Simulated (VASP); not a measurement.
# GdO4 (P6/mmm) in VASP: a series of runs

The runs below take GdO4 through single point, with PBE.

All numbers are computed with VASP 6.6.1; they aren't measurements. Logs are shortened: lines on timing, memory, paths and dates and some standing lists are left out, and cuts for length are marked.

## 1. The cell of the first run

It takes space group P6/mmm (No. 191, hexagonal). The conventional cell has a = 3.461 Å, b = 3.461 Å, c = 4.147 Å, α = 90.00°, β = 90.00°, γ = 120.00°. Gd (site symmetry 6/mmm) has 8 O at 1.73 to 2.07 Å within 2.3 Å. O (site symmetry mmm) has 2 Gd at 1.73 Å and 4 O at 1.73 Å within 2.3 Å. Within 2.8 Å of O (site symmetry 6/mmm) lie 2 Gd at 2.07 Å and 12 O at 2.70 Å.

The cell was generated, and may not be a known phase.

## 2. Single point, PBE, collinear spin, ferromagnetic start

Contents of INCAR:

```
PREC = Accurate
ENCUT = 520
EDIFF = 1E-7
ISMEAR = 0
SIGMA = 0.1
LREAL = False
LASPH = True
NELM = 150
ALGO = Normal
ISIF = 2
LWAVE = False
LCHARG = False
ISPIN = 2
MAGMOM = 7 0 0 0 0
LORBIT = 11
LMAXMIX = 6
GGA = PE
NBANDS = 33
```

Contents of KPOINTS:

```
Automatic mesh
0
Gamma
  6 6 4
```

Contents of POSCAR:

```
GdO4
1.0
    3.4607039600      0.0000000000      0.0000000000
   -1.7303519800      2.9970575500      0.0000000000
    0.0000000000      0.0000000000      4.1467461800
Gd O
1 4
Direct
    0.0000000000      0.0000000000      0.5000000000
    0.5000000000      0.0000000000      0.5000000000
    0.0000000000      0.5000000000      0.5000000000
    0.5000000000      0.5000000000      0.5000000000
    0.0000000000      0.0000000000      0.0000000000
```

Potentials or basis: VASP PAW PBE potentials, release 64 (Gd, O).

Run with:

```sh
cat potpaw_PBE.64/Gd/POTCAR potpaw_PBE.64/O/POTCAR > POTCAR
mpirun -np 1 vasp_std > vasp.out
```

OUTCAR:

```text
PREC = Accurate
   ENCUT = 520
   EDIFF = 1E-7
   ISMEAR = 0
   LREAL = False
   LASPH = True
   NELM = 150
   ISIF = 2
   ISPIN = 2
   LORBIT = 11
   GGA = PE

 ion  position               nearest neighbor table
   1  0.000  0.000  0.500-   2 1.73   2 1.73   4 1.73   3 1.73   3 1.73   4 1.73   5 2.07   5 2.07

   2  0.500  0.000  0.500-   1 1.73   1 1.73   4 1.73   4 1.73   3 1.73   3 1.73
   3  0.000  0.500  0.500-   4 1.73   4 1.73   1 1.73   1 1.73   2 1.73   2 1.73
   4  0.500  0.500  0.500-   3 1.73   3 1.73   1 1.73   2 1.73   2 1.73   1 1.73
   5  0.000  0.000  0.000-   1 2.07   1 2.07

  LATTYP: Found a hexagonal cell.
 ALAT       =     3.4607039600
 C/A-ratio  =     1.1982377655

  Lattice vectors:

 A1 = (   3.4607039600,   0.0000000000,   0.0000000000)
 A2 = (  -1.7303519800,   2.9970575500,   0.0000000000)
 A3 = (   0.0000000000,   0.0000000000,   4.1467461800)

Analysis of symmetry for initial positions (statically):
=====================================================================
 Subroutine PRICEL returns:
 Original cell was already a primitive cell.

 Routine SETGRP: Setting up the symmetry group for a
 hexagonal supercell.

 Subroutine GETGRP returns: Found 24 space group operations
 (whereof 24 operations were pure point group operations)
 out of a pool of 24 trial point group operations.

The static configuration has the point symmetry D_6h.

Analysis of symmetry for dynamics (positions and initial velocities):
=====================================================================
 Subroutine PRICEL returns:
 Original cell was already a primitive cell.

 Routine SETGRP: Setting up the symmetry group for a
 hexagonal supercell.

 Subroutine GETGRP returns: Found 24 space group operations
 (whereof 24 operations were pure point group operations)
 out of a pool of 24 trial point group operations.

The dynamic configuration has the point symmetry D_6h.

Analysis of structural, dynamic, and magnetic symmetry:
=====================================================================
 Subroutine PRICEL returns:
 Original cell was already a primitive cell.

 Routine SETGRP: Setting up the symmetry group for a
 hexagonal supercell.

 Subroutine GETGRP returns: Found 24 space group operations
 (whereof 24 operations were pure point group operations)
 out of a pool of 24 trial point group operations.

[... 132 lines left out ...]
   LRPA    =     F    only Hartree local field effects (RPA)
 spin polarized calculation
 Gauss-broadening in eV      SIGMA  =   0.10
  energy-cutoff  :      520.00
  volume of cell :       43.01
 maximum number of plane-waves:      1185
 NGX is ok and might be reduce to    28
   NGX = 13   NGY = 13   NGZ = 15

 number of electron      42.0000017 magnetization       4.8576736

 Free energy of the ion-electron system (eV)
  ---------------------------------------------------
  ext. energy  EPLUGINS =         0.00000000
  ---------------------------------------------------
  free energy    TOTEN  =       -14.85172645 eV

  energy without entropy =      -14.82818981  energy(sigma->0) =      -14.83995813

 E-fermi :   3.9505     XC(G=0): -12.1254

 val. band max:        3.9042700765   @ k =   0.3333   0.0000   0.5000
 cond. band min:       3.9524901845   @ k =   0.3333   0.0000   0.2500
 fundamental gap:      0.0482201080
 Fermi energy:         3.9505024389

 spin component 1

 k-point     1 :       0.0000    0.0000    0.0000
  band No.  band energies     occupation
      1     -39.7117      1.00000
      2     -20.6106      1.00000
      3     -20.6106      1.00000
      4     -19.7297      1.00000
      5     -16.2772      1.00000
      6     -15.2522      1.00000
[... 745 lines left out ...]
     32      18.4766      0.00000
     33      18.4766      0.00000
 Fermi energy:         3.9505024389

 spin component 2

 k-point     1 :       0.0000    0.0000    0.0000
  band No.  band energies     occupation
      1     -37.7231      1.00000
      2     -19.6099      1.00000
      3     -19.6099      1.00000
      4     -19.3803      1.00000
      5     -15.3051      1.00000
      6     -15.3051      1.00000
[... 745 lines left out ...]
     32      18.7214      0.00000
     33      18.7214      0.00000

------------------------ aborting loop because EDIFF is reached ----------------------------------------

  FORCE on cell =-STRESS in cart. coord.  units (eV):
  Direction    XX          YY          ZZ          XY          YZ          ZX
  --------------------------------------------------------------------------------------
  -------------------------------------------------------------------------------------
  Total       91.5452332     91.5452336      8.0661594      0.0000000      0.0000000      0.0000000
  in kB     3410.1959346   3410.1959475    300.4764215      0.0000000      0.0000000      0.0000000
  external PRESSURE =    2373.6227679 kB  Pullay stress =       0.0000000 kB

 VOLUME and BASIS-vectors are now :
 -----------------------------------------------------------------------------
  energy-cutoff  :      520.00
  volume of cell :       43.01
      direct lattice vectors                 reciprocal lattice vectors
     3.460703960  0.000000000  0.000000000     0.288958551  0.166830297  0.000000000
    -1.730351980  2.997057550  0.000000000     0.000000000  0.333660593  0.000000000
     0.000000000  0.000000000  4.146746180     0.000000000  0.000000000  0.241152932

 POSITION                                       TOTAL-FORCE (eV/Angst)
 -----------------------------------------------------------------------------------
      0.00000      0.00000      2.07337         0.000000      0.000000      0.000000
      1.73035      0.00000      2.07337         0.000000      0.000000      0.000000
     -0.86518      1.49853      2.07337        -0.000000      0.000000      0.000000
      0.86518      1.49853      2.07337        -0.000000      0.000000      0.000000
      0.00000      0.00000      0.00000        -0.000000      0.000000      0.000000
 -----------------------------------------------------------------------------------
    total drift:                               -0.000000     -0.000000      0.000000

  FREE ENERGIE OF THE ION-ELECTRON SYSTEM (eV)
  ---------------------------------------------------
  free  energy   TOTEN  =       -14.8517264500 eV

  energy  without entropy=      -14.8281898116  energy(sigma->0) =      -14.83995813

 total charge

# of ion       s       p       d       f       tot
--------------------------------------------------
    1        2.171   5.902   1.796   7.586  17.456
    2        1.696   3.510   0.000   0.000   5.206
    3        1.696   3.510   0.000   0.000   5.206
    4        1.696   3.510   0.000   0.000   5.206
    5        1.595   3.352   0.000   0.000   4.948
--------------------------------------------------
tot          8.855  19.784   1.796   7.586  38.022

 magnetization (x)

# of ion       s       p       d       f       tot
--------------------------------------------------
    1        0.005  -0.080   0.043   5.349   5.317
    2       -0.000  -0.058   0.000   0.000  -0.059
    3       -0.000  -0.058   0.000   0.000  -0.059
    4       -0.000  -0.058   0.000   0.000  -0.059
    5       -0.002  -0.370   0.000   0.000  -0.373
--------------------------------------------------
tot          0.001  -0.626   0.043   5.349   4.768
```

stdout:

```text
POSCAR found type information on POSCAR GdO
 POSCAR found :  2 types and       5 ions
 scaLAPACK will be used
 LDA part: xc-table for (Slater+PW92), standard interpolation
 POSCAR, INCAR and KPOINTS ok, starting setup
 FFT: planning ... GRIDC
 FFT: planning ... GRID_SOFT
 FFT: planning ... GRID
 WAVECAR not read
 entering main loop
```

Wall time 1.9 min (1 thread of Intel Xeon 6975P-C (Granite Rapids), shared host); peak memory 0.22 GiB.

Results:

| Quantity | Value |
| --- | --- |
| Free energy | -14.8517 eV |
| Pressure | 237.4 GPa |
| Net moment | 4.86 μB per cell |
| Site moments | Gd +5.32; O -0.06, -0.37 (each value once) μB |
| Valence electrons inside the program's atomic spheres | Gd 17.46; O 5.21, 4.95 (each value once) |

Stress tensor (GPa, compression positive):
```
341.02   0.00   0.00
  0.00 341.02   0.00
  0.00   0.00  30.05
```

Levels at points of the mesh, in eV from the Fermi level:
Spin up:
| k point | band 21 | band 22 | band 23 | band 24 | band 25 | band 26 |
| --- | --- | --- | --- | --- | --- | --- |
| (0.00, 0.00, 0.00) | 0.21 | 0.98 | 0.98 | 1.56 | 3.42 | 5.29 |
| (0.50, 0.00, 0.00) | -1.05 | -0.98 | -0.41 | 0.16 | 1.60 | 2.39 |
| (0.00, 0.00, 0.50) | -0.47 | -0.47 | 0.91 | 0.91 | 3.42 | 5.29 |
| (0.50, 0.00, 0.50) | -1.39 | -0.94 | -0.86 | -0.57 | -0.07 | 2.39 |
Spin down:
| k point | band 15 | band 16 | band 17 | band 18 | band 19 | band 20 | band 21 | band 22 | band 23 | band 24 |
| --- | --- | --- | --- | --- | --- | --- | --- | --- | --- | --- |
| (0.00, 0.00, 0.00) | -1.36 | -0.27 | 0.33 | 0.33 | 2.65 | 2.74 | 2.74 | 3.29 | 3.29 | 4.01 |
| (0.50, 0.00, 0.00) | -3.76 | -2.18 | -1.60 | -0.39 | -0.17 | 2.24 | 2.25 | 2.63 | 2.75 | 2.76 |
| (0.00, 0.00, 0.50) | -1.38 | -1.38 | -0.21 | -0.21 | 2.51 | 2.51 | 2.66 | 3.26 | 3.29 | 3.29 |
| (0.50, 0.00, 0.50) | -3.97 | -2.84 | -1.11 | -0.68 | -0.59 | 2.24 | 2.25 | 2.32 | 2.45 | 2.48 |

Caveat: the k points lie up to 0.38 Å⁻¹ apart; spin-orbit coupling is left out, which moves the levels of the heavy elements; a cell with one magnetic atom can't hold antiferromagnetic order, which such compounds often take; semilocal functionals describe open f shells poorly, which spoils levels, moments and volumes. With open d or f shells a metallic result of PBE can be an artefact of self-interaction; +U or a hybrid may open a gap.

## 3. Single point, PBE, collinear spin, ferromagnetic start

This run uses another cell than the first one, of 16.34 Å³/atom.

Contents of INCAR:

```
SYSTEM = GdO4
PREC = Accurate ; ENCUT = 520
EDIFF = 1E-7 ; ISMEAR = 0
SIGMA = 0.1 ; LREAL = .FALSE.
LASPH = .TRUE. ; NELM = 150
ALGO = Normal ; ISIF = 2
LWAVE = .FALSE. ; LCHARG = .FALSE.
ISPIN = 2 ; MAGMOM = 7 0 0 0 0
LORBIT = 11 ; LMAXMIX = 6
GGA = PE ; NBANDS = 33
```

Contents of KPOINTS:

```
regular mesh
0
G
  6 6 4
  0 0 0
```

Changes to POSCAR since step 2:

```diff
@@ -2,5 +2,5 @@
 1.0
-    3.4607039600      0.0000000000      0.0000000000
-   -1.7303519800      2.9970575500      0.0000000000
-    0.0000000000      0.0000000000      4.1467461800
+    4.5636069292      0.0000000000      0.0000000000
+   -2.2818034646      3.9521995336      0.0000000000
+    0.0000000000      0.0000000000      4.5301658596
 Gd O
```

Potentials or basis: VASP PAW PBE potentials, release 64 (Gd, O).

Run with:

```sh
cat potpaw_PBE.64/Gd/POTCAR potpaw_PBE.64/O/POTCAR > POTCAR
mpirun -np 1 vasp_std > vasp.out
```

Run time: 4.3 min. Hardware: 1 thread of Intel Xeon 6975P-C (Granite Rapids), shared host; peak memory 0.3 GiB.

Results (log left out):

```
Free energy                                           : -34.8433 eV
Pressure                                              : 0.4 GPa
Net moment                                            : 4.71 μB per cell
Site moments                                          : Gd +6.61; O -0.28, -0.88 (each value once) μB
Valence electrons inside the program's atomic spheres : Gd 15.19; O 4.76, 4.80 (each value once)
```

Levels at points of the mesh, in eV from the Fermi level:
Spin up:
```csv
k point,band 19,band 20,band 21,band 22,band 23,band 24,band 25,band 26,band 27,band 28
"(0.00, 0.00, 0.00)",-1.52,0.06,0.06,0.11,0.11,0.25,0.91,1.72,1.72,6.02
"(0.50, 0.00, 0.00)",-1.80,-0.86,-0.70,-0.48,-0.28,-0.15,0.18,0.22,1.33,6.69
"(0.00, 0.00, 0.50)",-1.35,-1.35,-0.58,-0.58,0.00,0.00,0.91,1.72,1.72,7.32
"(0.50, 0.00, 0.50)",-1.94,-1.93,-1.14,-0.84,-0.66,-0.28,0.17,0.34,1.33,7.87
```
Spin down:
```
           k point  band 17  band 18  band 19  band 20  band 21  band 22
(0.00, 0.00, 0.00)    -0.97    -0.73     1.29     1.29     3.42     3.42
(0.50, 0.00, 0.00)    -1.38    -1.26    -1.06     0.93     3.30     3.35
(0.00, 0.00, 0.50)    -1.03    -0.73     1.29     1.29     3.39     3.41
(0.50, 0.00, 0.50)    -1.41    -1.26    -0.84     0.93     3.27     3.27
```

Caveat: spin-orbit coupling is left out, which moves the levels of the heavy elements; a cell with one magnetic atom can't hold antiferromagnetic order, which such compounds often take; semilocal functionals describe open f shells poorly, which spoils levels, moments and volumes. The state reached can hang on the start; a lower one may exist.
